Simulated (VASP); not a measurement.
# Rb2Pt (P-3m1) in VASP: a series of runs

The runs below take Rb2Pt through relaxation of cell and atoms, single point, with PBE.

All numbers are computed with VASP 6.6.1; they aren't measurements. Logs are shortened: lines on timing, memory, paths and dates and some standing lists are left out, and cuts for length are marked.

## Step 1: The cell of the first run

It takes space group P-3m1 (No. 164, trigonal). Conventional cell: a = 5.202 Å, b = 5.202 Å, c = 8.260 Å, α = 90.00°, β = 90.00°, γ = 120.00°. Within 4.3 Å of Rb (site symmetry 3m) lie 3 Pt at 3.30 Å and 3 Rb at 4.07 Å. Pt (site symmetry -3m) has 6 Rb at 3.30 Å within 4.3 Å.

## Step 2: Relaxation of cell and atoms, PBE

The input, INCAR:

```
SYSTEM = Rb2Pt
ALGO     = Normal         ! electronic algorithm
EDIFF    = 1E-6           ! SCF threshold, eV
EDIFFG   = -0.01          ! ionic threshold
ENCUT    = 600            ! plane-wave cutoff, eV
GGA      = PE             ! functional
IBRION   = 2              ! ionic algorithm
ISIF     = 3              ! what is computed and relaxed
ISMEAR   = 0              ! smearing method
LASPH    = .TRUE.         ! aspherical terms in the spheres
LCHARG   = .FALSE.        ! write CHGCAR
LREAL    = .FALSE.        ! projectors in reciprocal space
LWAVE    = .FALSE.        ! write WAVECAR
NELM     = 100            ! most SCF steps
NSW      = 100            ! ionic steps
PREC     = Accurate       ! precision mode
SIGMA    = 0.02           ! smearing width, eV
```

The input, KPOINTS:

```
k-points
0
G
  12 12 6
  0 0 0
```

The input, POSCAR:

```
Rb2Pt
1.0
    5.2018355648      0.0000000000      0.0000000000
   -2.6009177824      4.5049217454      0.0000000000
    0.0000000000      0.0000000000      8.2604054147
Rb Pt
2 1
Direct
    0.6666666667      0.3333333333      0.8335392321
    0.3333333333      0.6666666667      0.1664607679
    0.0000000000      0.0000000000      0.0000000000
```

Potentials or basis: VASP PAW PBE potentials, release 64 (Rb_sv, Pt).

Command:

```sh
$ cat potpaw_PBE.64/Rb_sv/POTCAR potpaw_PBE.64/Pt/POTCAR > POTCAR
$ mpirun -np 1 vasp_std > vasp.out
```

OUTCAR:

```text
SYSTEM = Rb2Pt
   EDIFF = 1E-6
   EDIFFG = -0.01
   ENCUT = 600
   GGA = PE
   IBRION = 2
   ISIF = 3
   ISMEAR = 0
   LASPH = .TRUE.
   LREAL = .FALSE.
   NELM = 100
   NSW = 100
   PREC = Accurate

 ion  position               nearest neighbor table
   1  0.667  0.333  0.834-   3 3.30   3 3.30   3 3.30   2 4.07   2 4.07   2 4.07
   2  0.333  0.667  0.166-   3 3.30   3 3.30   3 3.30   1 4.07   1 4.07   1 4.07
   3  0.000  0.000  0.000-   1 3.30   2 3.30   2 3.30   1 3.30   1 3.30   2 3.30

  LATTYP: Found a hexagonal cell.
 ALAT       =     5.2018355648
 C/A-ratio  =     1.5879789570

  Lattice vectors:

 A1 = (   5.2018355648,   0.0000000000,   0.0000000000)
 A2 = (  -2.6009177824,   4.5049217454,   0.0000000000)
 A3 = (   0.0000000000,   0.0000000000,   8.2604054147)

Analysis of symmetry for initial positions (statically):
=====================================================================
 Subroutine PRICEL returns:
 Original cell was already a primitive cell.

 Routine SETGRP: Setting up the symmetry group for a
 hexagonal supercell.

 Subroutine GETGRP returns: Found 12 space group operations
 (whereof 12 operations were pure point group operations)
 out of a pool of 24 trial point group operations.

The static configuration has the point symmetry D_3d.

Analysis of symmetry for dynamics (positions and initial velocities):
=====================================================================
 Subroutine PRICEL returns:
 Original cell was already a primitive cell.

 Routine SETGRP: Setting up the symmetry group for a
 hexagonal supercell.

 Subroutine GETGRP returns: Found 12 space group operations
 (whereof 12 operations were pure point group operations)
 out of a pool of 24 trial point group operations.

The dynamic configuration has the point symmetry D_3d.

 Subroutine INISYM returns: Found 12 space group operations
 (whereof 12 operations are pure point group operations),
 and found     1 'primitive' translations

----------------------------------------------------------------------------------------

                                     Primitive cell

  volume of cell :     193.5732

  direct lattice vectors                    reciprocal lattice vectors
     5.201835565  0.000000000  0.000000000     0.192239833  0.110989719  0.000000000
    -2.600917782  4.504921745  0.000000000     0.000000000  0.221979439  0.000000000
     0.000000000  0.000000000  8.260405415     0.000000000  0.000000000  0.121059434

  length of vectors
     5.201835565  5.201835565  8.260405415     0.221979439  0.221979439  0.121059434

  position of ions in fractional coordinates (direct lattice)
     0.666666667  0.333333333  0.833539232
     0.333333333  0.666666667  0.166460768
     0.000000000  0.000000000  0.000000000

  ion indices of the primitive-cell ions
   primitive index   ion index
                 1           1
                 2           2
                 3           3

----------------------------------------------------------------------------------------

 KPOINTS: k-points

Automatic generation of k-mesh.
 Grid dimensions read from file:
 generate k-points for:   12   12    6

 Generating k-lattice:

  Cartesian coordinates                     Fractional coordinates (reciprocal lattice)
     0.016019986  0.009249143  0.000000000     0.083333333  0.000000000  0.000000000
     0.000000000  0.018498287  0.000000000     0.000000000  0.083333333  0.000000000
     0.000000000  0.000000000  0.020176572     0.000000000  0.000000000  0.166666667

  Length of vectors
     0.018498287  0.018498287  0.020176572

  Shift w.r.t. Gamma in fractional coordinates (k-lattice)
     0.000000000  0.000000000  0.000000000

 Subroutine IBZKPT returns following result:
 ===========================================

 Found    100 irreducible k-points:

 Following reciprocal coordinates:
            Coordinates               Weight
  0.000000  0.000000  0.000000      1.000000
  0.083333  0.000000  0.000000      6.000000
  0.166667  0.000000  0.000000      6.000000
  0.250000  0.000000  0.000000      6.000000
  0.333333  0.000000  0.000000      6.000000
  0.416667 -0.000000  0.000000      6.000000
[... 16 lines left out ...]
  0.166667  0.000000  0.166667      6.000000
  0.000000  0.166667  0.166667      6.000000
 [... further k-points ...]
   k-points           NKPTS =    100   k-points in BZ     NKDIM =    100   number of bands    NBANDS=     18
   number of dos      NEDOS =    301   number of ions     NIONS =      3
   total plane-waves  NPLWV = 123480
   dimension x,y,z NGX =    42 NGY =   42 NGZ =   70
   dimension x,y,z NGXF=    84 NGYF=   84 NGZF=  140
   ions per type =               2   1
   NGX,Y,Z   is equivalent  to a cutoff of  13.42, 13.42, 14.09 a.u.
   NGXF,Y,Z  is equivalent  to a cutoff of  26.85, 26.85, 28.18 a.u.
 SYSTEM =  Rb2Pt
   PREC   = accura    normal or accurate (medium, high low for compatibility)
   ISTART =      0    job   : 0-new  1-cont  2-samecut
   ICHARG =      2    charge: 1-file 2-atom 10-const
   ISPIN  =      1    spin polarized calculation?
   LNONCOLLINEAR =      F non collinear calculations
   LSORBIT =      F    spin-orbit coupling
   LASPH  =      T    aspherical Exc in radial PAW
   ENCUT  =  600.0 eV  44.10 Ry    6.64 a.u.  10.39 10.39 16.50*2*pi/ulx,y,z
   NELM   =    100;   NELMIN=  2; NELMDL= -5     # of ELM steps
   EDIFF  = 0.1E-05   stopping-criterion for ELM
   LREAL  =      F    real-space projection
   EDIFFG = -.1E-01   stopping-criterion for IOM
   NSW    =    100    number of steps for IOM
   IBRION =      2    ionic relax: 0-MD 1-quasi-New 2-CG
   NFREE  =      1    steps in history (QN), initial steepest desc. (CG)
   ISIF   =      3    stress and relaxation
   ISYM   =      2    0-nonsym 1-usesym 2-fastsym
   POTIM  = 0.5000    time-step for ionic-motion
   TEBEG  =    0.0;   TEEND  =   0.0 temperature during run
   PSTRESS=    0.0 pullay stress
   NELECT =      28.0000    total number of electrons
   NUPDOWN=      -1.0000    fix difference up-down
   EMIN   =  10.00;   EMAX   =-10.00  energy-range for DOS
   EFERMI =   0.00;   METHOD = LEGACY
   ISMEAR =     0;   SIGMA  =   0.02  broadening in eV -4-tet -1-fermi 0-gaus
   EFERMI_NEDOS =   21; number of points for ismear=-14 and -15
   IALGO  =     38    algorithm
   IMIX   =      4    mixing-type and parameters
     AMIX     =   0.40;   BMIX     =  1.00
     AMIX_MAG =   1.60;   BMIX_MAG =  1.00
  volume/ion in A,a.u.               =      64.52       435.43
  Fermi-wavevector in a.u.,A,eV,Ry     =   0.859368  1.623970 10.048081  0.738513
  Thomas-Fermi vector in A             =   1.976712
   LORBIT       =      0    0 simple, 1 ext, 2 COOP (PROOUT), +10 PAW based schemes
   GGA     = PE    functional components
   LHFCALC =     F    Hartree Fock is set to
   AEXX    =    0.0000 exact exchange contribution
   IVDW    =     0    specifies the selected vdW correction
   LEPSILON=     F    determine dielectric tensor
   LRPA    =     F    only Hartree local field effects (RPA)
 conjugate gradient relaxation of ions
 non-spin polarized calculation
 Gauss-broadening in eV      SIGMA  =   0.02
  energy-cutoff  :      600.00
  volume of cell :      193.57
 maximum number of plane-waves:      6510
 NGX is ok and might be reduce to    42
   NGX = 21   NGY = 21   NGZ = 33

--------------------------------------- Ionic step        1  -------------------------------------------

 number of electron      28.0000001 magnetization

 Free energy of the ion-electron system (eV)
  ---------------------------------------------------
  ext. energy  EPLUGINS =         0.00000000
  ---------------------------------------------------
  free energy    TOTEN  =        -7.52320988 eV

  energy without entropy =       -7.52320988  energy(sigma->0) =       -7.52320988

------------------------ aborting loop because EDIFF is reached ----------------------------------------

  FORCE on cell =-STRESS in cart. coord.  units (eV):
  Direction    XX          YY          ZZ          XY          YZ          ZX
  --------------------------------------------------------------------------------------
  -------------------------------------------------------------------------------------
  Total        0.1152700      0.1152700      0.0206032      0.0000000      0.0000000      0.0000000
  in kB        0.9540727      0.9540727      0.1705294      0.0000000      0.0000000      0.0000000
  external PRESSURE =       0.6928916 kB  Pullay stress =       0.0000000 kB
[... 133 lines left out ...]
  energy  without entropy=       -7.5236138030  energy(sigma->0) =       -7.52361380

--------------------------------------- Ionic step        5  -------------------------------------------

 number of electron      28.0000001 magnetization

 Free energy of the ion-electron system (eV)
  ---------------------------------------------------
  ext. energy  EPLUGINS =         0.00000000
  ---------------------------------------------------
  free energy    TOTEN  =        -7.52360389 eV

  energy without entropy =       -7.52360389  energy(sigma->0) =       -7.52360389

 E-fermi :  -0.2344     XC(G=0):  -5.5228

 val. band max:       -0.3876905199   @ k =   0.5000   0.0000   0.0000
 cond. band min:       0.1759700331   @ k =   0.0000   0.0000   0.5000
 fundamental gap:      0.5636605530
 Fermi energy:        -0.2343832950

 k-point     1 :       0.0000    0.0000    0.0000
  band No.  band energies     occupation
      1     -27.3623      2.00000
      2     -27.3304      2.00000
      3     -11.6985      2.00000
      4     -11.4838      2.00000
      5     -11.4838      2.00000
      6     -11.4694      2.00000
[... 10 lines left out ...]
     17       3.4419      0.00000
     18       3.4419      0.00000
[... 466 lines left out ...]
      2     -27.3319      2.00000
      3     -11.6909      2.00000
      4     -11.5388      2.00000
      5     -11.4887      2.00000
      6     -11.4331      2.00000
[... 10 lines left out ...]
     17       3.0434      0.00000
     18       3.5830      0.00000

 [... further k-points ...]

------------------------ aborting loop because EDIFF is reached ----------------------------------------

  FORCE on cell =-STRESS in cart. coord.  units (eV):
  Direction    XX          YY          ZZ          XY          YZ          ZX
  --------------------------------------------------------------------------------------
  -------------------------------------------------------------------------------------
  Total        0.0206292      0.0206292     -0.0274461      0.0000000      0.0000000      0.0000000
  in kB        0.1697543      0.1697543     -0.2258490      0.0000000      0.0000000      0.0000000
  external PRESSURE =       0.0378865 kB  Pullay stress =       0.0000000 kB
[... 18 lines left out ...]
  FREE ENERGIE OF THE ION-ELECTRON SYSTEM (eV)
  ---------------------------------------------------
  free  energy   TOTEN  =        -7.5236038879 eV

  energy  without entropy=       -7.5236038879  energy(sigma->0) =       -7.52360389

 reached required accuracy - stopping structural energy minimisation
```

It took 17 min on 1 thread of Intel Xeon Platinum 8259CL at 2.50GHz (Skylake/Cascade Lake), shared host; peak memory 0.69 GiB.

Results:

| Quantity | Value |
| --- | --- |
| Free energy | -7.5236 eV |
| Relaxed cell | a = 5.216 Å, b = 5.216 Å, c = 8.264 Å, α = 90.00°, β = 90.00°, γ = 120.00° |
| Space group after relaxing (to 0.05 Å) | P-3m1 (No. 164) |
| Energy gained by relaxing | 0.1 meV/atom |
| Ionic steps | 5 |
| Pressure after relaxing | 0.0 GPa |
| Largest force after relaxing | 0.008 eV/Å |
| Band gap on the k mesh | 0.56 eV, indirect (least direct gap 0.62 eV) |

Forces on the atoms (eV/Å):
```
Rb   0.000  0.000 -0.008
Rb   0.000  0.000  0.008
Pt   0.000  0.000  0.000
```

Step by step:
| step | energy change (eV) | largest force (eV/Å) | pressure (GPa) | volume (Å³) |
| --- | --- | --- | --- | --- |
| 1 | 0.0000 | 0.0228 | 0.07 | 193.57 |
| 2 | -0.0003 | 0.0132 | 0.03 | 194.36 |
| 3 | -0.0004 | 0.0037 | -0.01 | 195.09 |
| 4 | -0.0004 | 0.0036 | -0.02 | 195.05 |
| 5 | -0.0004 | 0.0080 | 0.00 | 194.70 |

Final structure:
```
CELL_PARAMETERS angstrom
5.21575 0.00000 0.00000
-2.60787 4.51697 0.00000
0.00000 0.00000 8.26435
ATOMIC_POSITIONS crystal
Rb 0.66667 0.33333 0.83335
Rb 0.33333 0.66667 0.16665
Pt 0.00000 0.00000 0.00000
```

Caveat: spin-orbit coupling is left out, which moves the levels of the heavy elements. A k mesh can miss the band edges.

## Step 3: Single point, PBE

This run uses another cell than the first one, of 46.84 Å³/atom, 0.726 times its volume.

The input, INCAR:

```
SYSTEM = Rb2Pt
ALGO = Normal
EDIFF = 1E-6
ENCUT = 520
GGA = PE
ISIF = 2
ISMEAR = 0
LASPH = .True.
LCHARG = .False.
LREAL = .False.
LWAVE = .False.
NBANDS = 21
NELM = 100
PREC = Accurate
SIGMA = 0.02
```

The input, KPOINTS:

```
k-points
0
Gamma
  6 6 6
  0 0 0
```

The input, POSCAR:

```
Rb2Pt
1.0
    5.2171907071      0.0000000000      0.0000000000
   -2.6085953535      4.5182196887      0.0000000000
    0.0000000000      0.0000000000      5.9608884528
Rb Pt
2 1
Direct
    0.6666666667      0.3333333333      0.7679376425
    0.3333333333      0.6666666667      0.2320623575
    0.0000000000      0.0000000000      0.0000000000
```

Potentials or basis: VASP PAW PBE potentials, release 64 (Rb_sv, Pt).

Command:

```sh
$ cat potpaw_PBE.64/Rb_sv/POTCAR potpaw_PBE.64/Pt/POTCAR > POTCAR
$ mpirun -np 1 vasp_std > vasp.out
```

Wall time 54 s (1 thread of Intel Xeon 6975P-C (Granite Rapids), shared host); peak memory 0.31 GiB.

It converged, with:

- Free energy: -7.5444 eV
- Pressure: 0.0 GPa
- Largest force: 0.008 eV/Å
- Band gap on the k mesh: 0.63 eV, indirect (least direct gap 0.64 eV)

Forces on the atoms (eV/Å):
```
Rb   0.000  0.000 -0.008
Rb   0.000  0.000  0.008
Pt   0.000  0.000  0.000
```

Levels at points of the mesh, in eV from the valence-band top:
| k point | band 10 | band 11 | band 12 | band 13 | band 14 | band 15 | band 16 | band 17 | band 18 | band 19 |
| --- | --- | --- | --- | --- | --- | --- | --- | --- | --- | --- |
| (0.00, 0.00, 0.00) | -0.21 | -0.21 | -0.11 | -0.07 | -0.07 | 2.12 | 3.26 | 3.80 | 3.80 | 5.99 |
| (0.50, 0.00, 0.00) | -0.34 | -0.15 | -0.12 | -0.10 | 0.00 | 1.25 | 3.37 | 4.25 | 4.26 | 4.36 |
| (0.00, 0.00, 0.50) | -0.25 | -0.25 | -0.07 | -0.07 | -0.01 | 0.63 | 3.69 | 3.69 | 5.13 | 5.34 |
| (0.50, 0.00, 0.50) | -0.29 | -0.15 | -0.11 | -0.02 | 0.00 | 1.74 | 2.64 | 3.24 | 4.29 | 4.71 |

Caveat: spin-orbit coupling is left out, which moves the levels of the heavy elements. A k mesh can miss the band edges.

## Step 4: Relaxation of cell and atoms, PBE

This run uses another cell than the first one, of 46.84 Å³/atom, 0.726 times its volume.

The input, INCAR:

```
  PREC = Accurate
  ENCUT = 600
  EDIFF = 1E-7
  ISMEAR = 0
  SIGMA = 0.02
  LREAL = F
  LASPH = T
  NELM = 100
  ALGO = Normal
  ISIF = 3
  LWAVE = F
  LCHARG = F
  GGA = PE
  IBRION = 2
  NSW = 100
  EDIFFG = -0.01
```

The input, KPOINTS:

```
regular mesh
0
Gamma
  6 6 6
```

POSCAR is that of step 3.

Command:

```sh
$ cat potpaw_PBE.64/Rb_sv/POTCAR potpaw_PBE.64/Pt/POTCAR > POTCAR
$ mpirun -np 1 vasp_std > vasp.out
```

It took 85 s on 1 thread of Intel Xeon 6975P-C (Granite Rapids), shared host; peak memory 0.35 GiB.

The run converged. Its results:

- Free energy: -7.5445 eV
- Relaxed volume: 46.92 Å³/atom
- Relaxed cell: a = 5.221 Å, b = 5.221 Å, c = 5.963 Å, α = 90.00°, β = 90.00°, γ = 120.00°
- Space group after relaxing (to 0.05 Å): P-3m1 (No. 164)
- Energy gained by relaxing: 0.0 meV/atom
- Ionic steps: 2
- Pressure after relaxing: 0.0 GPa
- Largest force after relaxing: 0.004 eV/Å
- Band gap on the k mesh: 0.63 eV, indirect (least direct gap 0.64 eV)

Forces on the atoms (eV/Å):
```
Rb   0.000  0.000 -0.004
Rb   0.000  0.000  0.004
Pt   0.000  0.000  0.000
```

Final structure:
```xyz
3
Lattice="5.2209 0.0000 0.0000 -2.6104 4.5214 0.0000 0.0000 0.0000 5.9626" Properties=species:S:1:pos:R:3 pbc="T T T"
Rb    2.6104    1.5071    4.5785
Rb    0.0000    3.0143    1.3841
Pt    0.0000    0.0000    5.9626
```

Levels at points of the mesh, in eV from the valence-band top:
| k point | band 10 | band 11 | band 12 | band 13 | band 14 | band 15 | band 16 | band 17 | band 18 |
| --- | --- | --- | --- | --- | --- | --- | --- | --- | --- |
| (0.00, 0.00, 0.00) | -0.21 | -0.21 | -0.11 | -0.07 | -0.07 | 2.12 | 3.26 | 3.80 | 3.80 |
| (0.50, 0.00, 0.00) | -0.34 | -0.15 | -0.12 | -0.10 | 0.00 | 1.24 | 3.36 | 4.25 | 4.25 |
| (0.00, 0.00, 0.50) | -0.25 | -0.25 | -0.07 | -0.07 | -0.01 | 0.63 | 3.68 | 3.68 | 5.13 |
| (0.50, 0.00, 0.50) | -0.29 | -0.15 | -0.11 | -0.02 | 0.00 | 1.74 | 2.63 | 3.23 | 4.28 |

Caveat: spin-orbit coupling is left out, which moves the levels of the heavy elements. A k mesh can miss the band edges.

## Step 5: Single point, PBE

This run uses another cell than the first one, of 46.84 Å³/atom, 0.726 times its volume.

The input, INCAR:

```
SYSTEM = Rb2Pt
PREC = Accurate
ENCUT = 520
EDIFF = 1E-6
ISMEAR = 0
SIGMA = 0.02
LREAL = .FALSE.
LASPH = .TRUE.
NELM = 100
ALGO = Normal
ISIF = 2
LWAVE = .FALSE.
LCHARG = .FALSE.
GGA = PE
NBANDS = 21
```

The input, KPOINTS:

```
regular mesh
0
G
  12 12 6
  0 0 0
```

POSCAR is that of step 4.

Command:

```sh
$ cat potpaw_PBE.64/Rb_sv/POTCAR potpaw_PBE.64/Pt/POTCAR > POTCAR
$ mpirun -np 1 vasp_std > vasp.out
```

Run time: 2.3 min. Hardware: 1 thread of Intel Xeon 6975P-C (Granite Rapids), shared host; peak memory 0.45 GiB.

It converged, with:

* Free energy: -7.5445 eV
* Pressure: 0.0 GPa
* Largest force: 0.008 eV/Å
* Band gap on the k mesh: 0.63 eV, indirect (least direct gap 0.64 eV)

Forces in eV/Å, atoms in the order of the input:
```
Rb   0.000  0.000 -0.008
Rb   0.000  0.000  0.008
Pt   0.000  0.000  0.000
```

Levels at points of the mesh, in eV from the valence-band top:
```tsv
k point	band 10	band 11	band 12	band 13	band 14	band 15	band 16	band 17	band 18	band 19
(0.00, 0.00, 0.00)	-0.21	-0.21	-0.11	-0.07	-0.07	2.12	3.26	3.80	3.80	5.99
(0.50, 0.00, 0.00)	-0.34	-0.15	-0.12	-0.10	0.00	1.25	3.37	4.25	4.26	4.36
(0.00, 0.00, 0.50)	-0.25	-0.25	-0.07	-0.07	-0.01	0.63	3.69	3.69	5.13	5.34
(0.50, 0.00, 0.50)	-0.29	-0.15	-0.11	-0.02	0.00	1.74	2.64	3.24	4.29	4.71
```

Caveat: spin-orbit coupling is left out, which moves the levels of the heavy elements. A k mesh can miss the band edges.

## Step 6: Overview

| task | cell | k mesh | cutoff (eV) | gap on the mesh (eV) | pressure (GPa) | relaxed volume (Å³/atom) | largest force (eV/Å) |
| --- | --- | --- | --- | --- | --- | --- | --- |
| relaxation of cell and atoms | relaxed from a = 5.202, b = 5.202, c = 8.260 Å, angles 90.0, 90.0, 120.0°, 3 atoms | 12 × 12 × 6 | 600 | 0.56 | 0.0 | 64.90 | 0.01 |
| single point | a = 5.217, b = 5.217, c = 5.961 Å, angles 90.0, 90.0, 120.0°, 3 atoms | 6 × 6 × 6 | 520 | 0.63 | 0.0 | - | 0.01 |
| relaxation of cell and atoms | relaxed from a = 5.217, b = 5.217, c = 5.961 Å, angles 90.0, 90.0, 120.0°, 3 atoms | 6 × 6 × 6 | 600 | 0.63 | 0.0 | 46.92 | - |
| single point | a = 5.217, b = 5.217, c = 5.961 Å, angles 90.0, 90.0, 120.0°, 3 atoms | 12 × 12 × 6 | 520 | 0.63 | 0.0 | - | 0.01 |

Alike in all rows: level PBE; potentials or basis VASP PAW PBE potentials, release 64 (Rb_sv, Pt); no spin polarisation; smearing gaussian 0.02 eV.

Caveats: spin-orbit coupling is left out, which moves the levels of the heavy elements.

Total energies depend on the potentials used, so only differences within one code and one set of settings carry meaning.
